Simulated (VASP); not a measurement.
Here is a VASP 6.6.1 calculation.

INCAR

```
PREC     = Accurate       # precision mode
ENCUT    = 500            # plane-wave cutoff, eV
EDIFF    = 1E-6           # SCF threshold, eV
ISMEAR   = 0              # smearing method
SIGMA    = 0.05           # smearing width, eV
LREAL    = F              # projectors in reciprocal space
LASPH    = T              # aspherical terms in the spheres
NELM     = 120            # most SCF steps
ALGO     = Normal         # electronic algorithm
ISIF     = 2              # what is computed and relaxed
LWAVE    = F              # write WAVECAR
LCHARG   = F              # write CHGCAR
GGA      = PS             # functional
NBANDS   = 8              # bands
GGA_COMPAT= F
```

KPOINTS

```
regular mesh
0
Gamma
  10 10 10
```

File POSCAR:

```
Al
1.0
    0.0000000000      2.0038981668      2.0038981668
    2.0038981668      0.0000000000      2.0038981668
    2.0038981668      2.0038981668      0.0000000000
Al
1
Direct
    0.0000000000      0.0000000000      0.0000000000
```

Potentials or basis: VASP PAW PBE potentials, release 64 (Al).

The run is started by

```console
$ cat potpaw_PBE.64/Al/POTCAR > POTCAR
$ mpirun -np 1 vasp_std > vasp.out
```

**Question.** Predict the pressure.

**Answer.** 0.1 GPa.

**Question.** What does it give for the band gap on the k mesh?

**Answer.** Zero (an odd number of electrons rules out a gap without spin polarisation).

Caveat: the PAW data sets were made with another functional, which shifts forces and pressure a little.
